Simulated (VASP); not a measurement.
# GaSb3 (Imm2) in VASP: further runs

Runs on GaSb3. Level: r2SCAN. Tasks: single point.

All numbers are computed with VASP 6.6.1; they aren't measurements. Logs are shortened: lines on timing, memory, paths and dates and some standing lists are left out, and cuts for length are marked.

### 1 The cell of the first run

Symmetry: Imm2, No. 44, orthorhombic system. The conventional cell has a = 5.276 Å, b = 7.461 Å, c = 5.276 Å, α = 90.00°, β = 90.00°, γ = 90.00°. Within 4.2 Å of Ga (site symmetry mm2) lie 14 Sb at 3.19 to 3.77 Å. Sb (site symmetry m) has 4 Ga at 3.19 to 3.27 Å and 10 Sb at 3.23 to 3.73 Å within 4.2 Å. Sb (site symmetry mm2) has 8 Sb at 3.23 Å and 6 Ga at 3.69 to 3.77 Å within 4.3 Å.

### 2 Single point, r2SCAN

Contents of POSCAR:

```
GaSb3
1.0
    0.0000000000      3.7305950000      3.7305950000
    3.7305950000      0.0000000000      3.7305950000
    3.7305950000      3.7305950000      0.0000000000
Ga Sb
1 3
Direct
    0.0000000000      0.0100000000      0.0000000000
    0.2500000000      0.2500000000      0.2500000000
    0.7500000000      0.7500000000      0.7500000000
    0.5000000000      0.5000000000      0.5000000000
```

Contents of INCAR.step1:

```
SYSTEM = GaSb3
PREC = Accurate
ENCUT = 520
ISMEAR = -1
SIGMA = 0.1
LREAL = .False.
LASPH = .True.
NELM = 100
NBANDS = 22
GGA = PE
ALGO = Normal
EDIFF = 1E-4
LWAVE = .True.
LCHARG = .False.
```

Contents of INCAR.step2:

```
SYSTEM = GaSb3
PREC = Accurate
ENCUT = 520
EDIFF = 1E-6
ISMEAR = -1
SIGMA = 0.1
LREAL = .False.
LASPH = .True.
NELM = 100
ALGO = Normal
ISIF = 2
LWAVE = .False.
LCHARG = .False.
METAGGA = R2SCAN
LMIXTAU = .True.
NBANDS = 22
ISTART = 1
```

Contents of KPOINTS:

```
Automatic mesh
0
Gamma
  4 4 4
  0 0 0
```

Potentials or basis: VASP PAW PBE potentials, release 64 (Ga_d, Sb).

Started as:

```sh
$ cat potpaw_PBE.64/Ga_d/POTCAR potpaw_PBE.64/Sb/POTCAR > POTCAR
$ cp INCAR.step1 INCAR
$ mpirun -np 1 vasp_std > vasp.out
$ cp INCAR.step2 INCAR
$ mpirun -np 1 vasp_std > vasp.out
```

OUTCAR:

```text
SYSTEM = GaSb3
   PREC = Accurate
   ENCUT = 520
   EDIFF = 1E-6
   ISMEAR = -1
   LREAL = .False.
   LASPH = .True.
   NELM = 100
   ISIF = 2
   METAGGA = R2SCAN
   ISTART = 1

 ion  position               nearest neighbor table
   1  0.000  0.010  0.000-   3 3.19   2 3.19   3 3.23   3 3.23   2 3.23   2 3.23   2 3.27   3 3.27

   2  0.250  0.250  0.250-   1 3.19   4 3.23   4 3.23   4 3.23   4 3.23   1 3.23   1 3.23   1 3.27
                             3 3.73   3 3.73   3 3.73   3 3.73   3 3.73   3 3.73
   3  0.750  0.750  0.750-   1 3.19   4 3.23   4 3.23   4 3.23   4 3.23   1 3.23   1 3.23   1 3.27
                             2 3.73   2 3.73   2 3.73   2 3.73   2 3.73   2 3.73
   4  0.500  0.500  0.500-   2 3.23   2 3.23   2 3.23   2 3.23   3 3.23   3 3.23   3 3.23   3 3.23

  LATTYP: Found a face centered cubic cell.
 ALAT       =     7.4611900000

  Lattice vectors:

 A1 = (   0.0000000000,   3.7305950000,   3.7305950000)
 A2 = (   3.7305950000,   0.0000000000,   3.7305950000)
 A3 = (   3.7305950000,   3.7305950000,   0.0000000000)

Analysis of symmetry for initial positions (statically):
=====================================================================
 Subroutine PRICEL returns:
 Original cell was already a primitive cell.

 Routine SETGRP: Setting up the symmetry group for a
 face centered cubic supercell.

 Subroutine GETGRP returns: Found  4 space group operations
 (whereof  4 operations were pure point group operations)
 out of a pool of 48 trial point group operations.

The static configuration has the point symmetry C_2v.

Analysis of symmetry for dynamics (positions and initial velocities):
=====================================================================
 Subroutine PRICEL returns:
 Original cell was already a primitive cell.

 Routine SETGRP: Setting up the symmetry group for a
 face centered cubic supercell.

 Subroutine GETGRP returns: Found  4 space group operations
 (whereof  4 operations were pure point group operations)
 out of a pool of 48 trial point group operations.

The dynamic configuration has the point symmetry C_2v.

 Subroutine INISYM returns: Found  4 space group operations
 (whereof  4 operations are pure point group operations),
 and found     1 'primitive' translations

----------------------------------------------------------------------------------------

                                     Primitive cell

  volume of cell :     103.8399

  direct lattice vectors                    reciprocal lattice vectors
     0.000000000  3.730595000  3.730595000    -0.134026878  0.134026878  0.134026878
     3.730595000  0.000000000  3.730595000     0.134026878 -0.134026878  0.134026878
     3.730595000  3.730595000  0.000000000     0.134026878  0.134026878 -0.134026878

  length of vectors
     5.275858045  5.275858045  5.275858045     0.232141362  0.232141362  0.232141362

  position of ions in fractional coordinates (direct lattice)
     0.000000000  0.010000000  0.000000000
     0.250000000  0.250000000  0.250000000
     0.750000000  0.750000000  0.750000000
     0.500000000  0.500000000  0.500000000

  ion indices of the primitive-cell ions
   primitive index   ion index
                 1           1
                 2           2
                 3           3
                 4           4

----------------------------------------------------------------------------------------

 KPOINTS: Automatic mesh

Automatic generation of k-mesh.
 Grid dimensions read from file:
 generate k-points for:    4    4    4

 Generating k-lattice:

  Cartesian coordinates                     Fractional coordinates (reciprocal lattice)
    -0.033506719  0.033506719  0.033506719     0.250000000  0.000000000  0.000000000
     0.033506719 -0.033506719  0.033506719     0.000000000  0.250000000  0.000000000
     0.033506719  0.033506719 -0.033506719     0.000000000  0.000000000  0.250000000

  Length of vectors
     0.058035340  0.058035340  0.058035340

  Shift w.r.t. Gamma in fractional coordinates (k-lattice)
     0.000000000  0.000000000  0.000000000

 Subroutine IBZKPT returns following result:
 ===========================================

 Found     18 irreducible k-points:

 Following reciprocal coordinates:
            Coordinates               Weight
  0.000000  0.000000  0.000000      1.000000
  0.250000  0.000000  0.000000      4.000000
  0.000000  0.250000  0.000000      4.000000
  0.500000  0.000000  0.000000      2.000000
  0.000000  0.500000  0.000000      2.000000
  0.250000  0.250000  0.000000      4.000000
[... 10 lines left out ...]
 -0.250000  0.500000  0.250000      2.000000
  0.250000 -0.250000  0.500000      4.000000
   k-points           NKPTS =     18   k-points in BZ     NKDIM =     18   number of bands    NBANDS=     22
   number of dos      NEDOS =    301   number of ions     NIONS =      4
   total plane-waves  NPLWV =  64000
   dimension x,y,z NGX =    40 NGY =   40 NGZ =   40
   dimension x,y,z NGXF=    80 NGYF=   80 NGZF=   80
   ions per type =               1   3
   NGX,Y,Z   is equivalent  to a cutoff of  12.60, 12.60, 12.60 a.u.
   NGXF,Y,Z  is equivalent  to a cutoff of  25.21, 25.21, 25.21 a.u.
 SYSTEM =  GaSb3
   PREC   = accura    normal or accurate (medium, high low for compatibility)
   ISTART =      1    job   : 0-new  1-cont  2-samecut
   ICHARG =      0    charge: 1-file 2-atom 10-const
   ISPIN  =      1    spin polarized calculation?
   LNONCOLLINEAR =      F non collinear calculations
   LSORBIT =      F    spin-orbit coupling
   LASPH  =      T    aspherical Exc in radial PAW
   ENCUT  =  520.0 eV  38.22 Ry    6.18 a.u.   9.81  9.81  9.81*2*pi/ulx,y,z
   NELM   =    100;   NELMIN=  2; NELMDL=  0     # of ELM steps
   EDIFF  = 0.1E-05   stopping-criterion for ELM
   LREAL  =      F    real-space projection
   EDIFFG = 0.1E-04   stopping-criterion for IOM
   NSW    =      0    number of steps for IOM
   IBRION =     -1    ionic relax: 0-MD 1-quasi-New 2-CG
   NFREE  =      0    steps in history (QN), initial steepest desc. (CG)
   ISIF   =      2    stress and relaxation
   ISYM   =      2    0-nonsym 1-usesym 2-fastsym
   POTIM  = 0.5000    time-step for ionic-motion
   TEBEG  =    0.0;   TEEND  =   0.0 temperature during run
   PSTRESS=    0.0 pullay stress
   NELECT =      28.0000    total number of electrons
   NUPDOWN=      -1.0000    fix difference up-down
   EMIN   =  10.00;   EMAX   =-10.00  energy-range for DOS
   EFERMI =   0.00;   METHOD = LEGACY
   ISMEAR =    -1;   SIGMA  =   0.10  broadening in eV -4-tet -1-fermi 0-gaus
   EFERMI_NEDOS =   21; number of points for ismear=-14 and -15
   IALGO  =     38    algorithm
   IMIX   =      4    mixing-type and parameters
     AMIX     =   0.40;   BMIX     =  1.00
     AMIX_MAG =   1.60;   BMIX_MAG =  1.00
  volume/ion in A,a.u.               =      25.96       175.19
  Fermi-wavevector in a.u.,A,eV,Ry     =   1.057644  1.998657 15.219617  1.118610
  Thomas-Fermi vector in A             =   2.192924
   LORBIT       =      0    0 simple, 1 ext, 2 COOP (PROOUT), +10 PAW based schemes
   METAGGA = R2SCAN    functional components
   LHFCALC =     F    Hartree Fock is set to
   AEXX    =    0.0000 exact exchange contribution
   IVDW    =     0    specifies the selected vdW correction
   LEPSILON=     F    determine dielectric tensor
   LRPA    =     F    only Hartree local field effects (RPA)
 non-spin polarized calculation
  energy-cutoff  :      520.00
  volume of cell :      103.84
 maximum number of plane-waves:      2826
   NGX = 19   NGY = 19   NGZ = 19

 number of electron      28.0000009 magnetization

 Free energy of the ion-electron system (eV)
  ---------------------------------------------------
  ext. energy  EPLUGINS =         0.00000000
  ---------------------------------------------------
  free energy    TOTEN  =       -87.03443811 eV

  energy without entropy =      -86.89448077  energy(sigma->0) =      -86.96445944

 E-fermi :   7.4006     XC(G=0): -10.8345

 val. band max:        7.3938671930   @ k =   0.5000   0.0000   0.0000
 cond. band min:       7.4144108233   @ k =  -0.2500   0.5000  -0.2500
 fundamental gap:      0.0205436303
 Fermi energy:         7.4006330919

 k-point     1 :       0.0000    0.0000    0.0000
  band No.  band energies     occupation
      1      -8.0211      2.00000
      2      -8.0209      2.00000
      3      -8.0207      2.00000
      4      -8.0063      2.00000
      5      -8.0060      2.00000
      6      -5.6628      2.00000
[... 14 lines left out ...]
     21      14.4766      0.00000
     22      14.4788      0.00000

 k-point     2 :       0.2500    0.0000    0.0000
  band No.  band energies     occupation
      1      -8.0236      2.00000
      2      -8.0199      2.00000
      3      -8.0197      2.00000
      4      -8.0066      2.00000
      5      -8.0064      2.00000
      6      -5.1594      2.00000
[... 14 lines left out ...]
     21      12.9513      0.00000
     22      13.2874      0.00000

 k-point     3 :       0.0000    0.2500    0.0000
  band No.  band energies     occupation
      1      -8.0239      2.00000
      2      -8.0198      2.00000
      3      -8.0195      2.00000
      4      -8.0066      2.00000
      5      -8.0064      2.00000
      6      -5.1595      2.00000
[... 14 lines left out ...]
     21      12.9507      0.00000
     22      13.2964      0.00000
[... 326 lines left out ...]
 k-point    17 :      -0.2500    0.5000    0.2500
  band No.  band energies     occupation
      1      -8.0237      2.00000
      2      -8.0233      2.00000
      3      -8.0162      2.00000
      4      -8.0097      2.00000
      5      -8.0061      2.00000
      6      -2.8447      2.00000
[... 14 lines left out ...]
     21      11.8147      0.00000
     22      16.0591      0.00000

 k-point    18 :       0.2500   -0.2500    0.5000
  band No.  band energies     occupation
      1      -8.0236      2.00000
      2      -8.0235      2.00000
      3      -8.0161      2.00000
      4      -8.0095      2.00000
      5      -8.0063      2.00000
      6      -2.8451      2.00000
[... 14 lines left out ...]
     21      11.7953      0.00000
     22      16.0633      0.00000

------------------------ aborting loop because EDIFF is reached ----------------------------------------

  FORCE on cell =-STRESS in cart. coord.  units (eV):
  Direction    XX          YY          ZZ          XY          YZ          ZX
  --------------------------------------------------------------------------------------
  -------------------------------------------------------------------------------------
  Total       -1.9201938     -1.9108472     -1.9201938      0.0000000      0.0000000      0.0089251
  in kB      -29.6272498    -29.4830375    -29.6272498      0.0000000      0.0000000      0.1377080
  external PRESSURE =     -29.5791790 kB  Pullay stress =       0.0000000 kB

 VOLUME and BASIS-vectors are now :
 -----------------------------------------------------------------------------
  energy-cutoff  :      520.00
  volume of cell :      103.84
      direct lattice vectors                 reciprocal lattice vectors
     0.000000000  3.730595000  3.730595000    -0.134026878  0.134026878  0.134026878
     3.730595000  0.000000000  3.730595000     0.134026878 -0.134026878  0.134026878
     3.730595000  3.730595000  0.000000000     0.134026878  0.134026878 -0.134026878

 POSITION                                       TOTAL-FORCE (eV/Angst)
 -----------------------------------------------------------------------------------
      0.03731      0.00000      0.03731        -0.015971      0.000000     -0.015971
      1.86530      1.86530      1.86530         0.001218      0.001911      0.001218
      5.59589      5.59589      5.59589         0.001218     -0.001911      0.001218
      3.73060      3.73060      3.73060         0.013535      0.000000      0.013535
 -----------------------------------------------------------------------------------
    total drift:                                0.001870      0.000026      0.001870

  FREE ENERGIE OF THE ION-ELECTRON SYSTEM (eV)
  ---------------------------------------------------
  free  energy   TOTEN  =       -87.0344381119 eV

  energy  without entropy=      -86.8944807726  energy(sigma->0) =      -86.96445944
```

Run time: 2.2 min. Hardware: 1 thread of Intel Xeon 6975P-C, shared host; peak memory 0.27 GiB.

Results:

* Free energy: -87.0344 eV
* Pressure: -3.0 GPa
* Largest force: 0.023 eV/Å
* Band gap on the k mesh: zero (band 14 reaches 8.79 eV, above the bottom of band 15 at 4.84 eV)

Forces in eV/Å, atoms in the order of the input:
```
Ga  -0.016  0.000 -0.016
Sb   0.001  0.002  0.001
Sb   0.001 -0.002  0.001
Sb   0.014  0.000  0.014
```

Caveat: the k points lie up to 0.36 Å⁻¹ apart; the PAW data sets were made with another functional, which shifts forces and pressure a little; spin-orbit coupling is left out, which moves the levels of the heavy elements.

### 3 Single point, r2SCAN

Changes to POSCAR since step 2:

```diff
@@ -8,3 +8,3 @@
 Direct
-    0.0000000000      0.0100000000      0.0000000000
+    0.0000000000      0.0150000000      0.0000000000
     0.2500000000      0.2500000000      0.2500000000
```

Contents of INCAR.step1:

```
  ALGO = Normal
  EDIFF = 1E-4
  ENCUT = 520
  GGA = PE
  ISMEAR = -1
  LASPH = True
  LCHARG = False
  LREAL = False
  LWAVE = True
  NBANDS = 22
  NELM = 80
  PREC = Accurate
  SIGMA = 0.1
```

Contents of INCAR.step2:

```
  ALGO = Normal
  EDIFF = 1E-6
  ENCUT = 520
  ISIF = 2
  ISMEAR = -1
  ISTART = 1
  LASPH = True
  LCHARG = False
  LMIXTAU = True
  LREAL = False
  LWAVE = False
  METAGGA = R2SCAN
  NBANDS = 22
  NELM = 80
  PREC = Accurate
  SIGMA = 0.1
```

Contents of KPOINTS:

```
k-points
0
Gamma
  4 4 4
```

Potentials or basis: VASP PAW PBE potentials, release 64 (Ga_d, Sb).

Started as:

```sh
$ cat potpaw_PBE.64/Ga_d/POTCAR potpaw_PBE.64/Sb/POTCAR > POTCAR
$ cp INCAR.step1 INCAR
$ mpirun -np 1 vasp_std > vasp.out
$ cp INCAR.step2 INCAR
$ mpirun -np 1 vasp_std > vasp.out
```

Wall time 2.2 min (1 thread of Intel Xeon 6975P-C, shared host); peak memory 0.27 GiB.

It converged, with:

| Quantity | Value |
| --- | --- |
| Free energy | -87.0336 eV |
| Pressure | -2.9 GPa |
| Largest force | 0.040 eV/Å |
| Band gap on the k mesh | zero (band 14 reaches 8.79 eV, above the bottom of band 15 at 4.84 eV) |

Forces on the atoms (eV/Å):
```
Ga  -0.028  0.000 -0.028
Sb   0.003  0.004  0.003
Sb   0.003 -0.004  0.003
Sb   0.022  0.000  0.022
```

Levels at points of the mesh, in eV from the Fermi level:
```
           k point  band 11  band 12  band 13  band 14  band 15  band 16  band 17  band 18
(0.00, 0.00, 0.00)    -2.72    -2.71    -2.57    -2.56    -2.56    -0.77    -0.76    -0.76
(0.50, 0.00, 0.00)    -3.78    -2.75    -2.75    -0.41    -0.01     2.17     2.17     3.16
(0.00, 0.50, 0.00)    -3.77    -2.76    -2.75    -0.41    -0.01     2.16     2.18     3.16
(0.50, 0.50, 0.00)    -5.45     0.76     1.00     1.00     1.11     1.92     1.92     2.04
(0.50, 0.00, 0.50)    -5.43     0.76     1.00     1.00     1.11     1.92     1.92     2.04
```

Caveat: the k points lie up to 0.36 Å⁻¹ apart; the PAW data sets were made with another functional, which shifts forces and pressure a little; spin-orbit coupling is left out, which moves the levels of the heavy elements.
